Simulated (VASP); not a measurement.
BeAl2: single point with PBE

Crystal: BeAl2.

```xyz
6
Lattice="4.3721 0.0000 0.0000 -2.1860 3.7863 0.0000 0.0000 0.0000 5.2047" Properties=species:S:1:pos:R:3 pbc="T T T"
Be    0.0000    2.5242    0.0000
Be    2.1860    1.2621    0.0000
Al    0.0000    0.0000    3.9414
Al    0.0000    0.0000    1.2633
Al    0.0000    2.5242    2.6023
Al    2.1860    1.2621    2.6023
```

```
Program                : VASP 6.6.1
Task                   : single point
Functional             : PBE
Potentials or basis    : VASP PAW PBE potentials, release 64 (Be, Al)
Cutoff                 : 520 eV
k mesh                 : 6 × 6 × 4
Occupations            : gaussian, width 0.1 eV
Spin                   : no spin polarisation
Dipole correction      : no
Further INCAR settings : ALGO = Normal; EDIFF = 1e-07; NBANDS = 17
```

The pressure is 0.2 GPa and the band gap on the k mesh is zero (band 8 reaches 9.50 eV, above the bottom of band 9 at 5.56 eV).

Stress tensor (GPa, compression positive):
```
0.12 0.00 0.00
0.00 0.12 0.00
0.00 0.00 0.33
```

Levels at points of the mesh, in eV from the Fermi level:
| k point | band 5 | band 6 | band 7 | band 8 | band 9 | band 10 | band 11 | band 12 |
| --- | --- | --- | --- | --- | --- | --- | --- | --- |
| (0.00, 0.00, 0.00) | -1.77 | -1.71 | -1.71 | -0.40 | 0.42 | 2.29 | 2.29 | 2.48 |
| (0.50, 0.00, 0.00) | -3.46 | -2.96 | -2.93 | -2.64 | 0.24 | 1.59 | 1.89 | 2.48 |
| (0.00, 0.00, 0.50) | -0.78 | -0.78 | -0.43 | -0.20 | -0.20 | -0.12 | -0.02 | -0.02 |
| (0.50, 0.00, 0.50) | -3.13 | -2.58 | -2.38 | -1.15 | 2.30 | 2.94 | 3.16 | 3.31 |

Wall time 12 s on 1 thread of Intel(R) Xeon(R) 6975P-C (Granite Rapids) (shared host), peak memory 0.21 GiB.
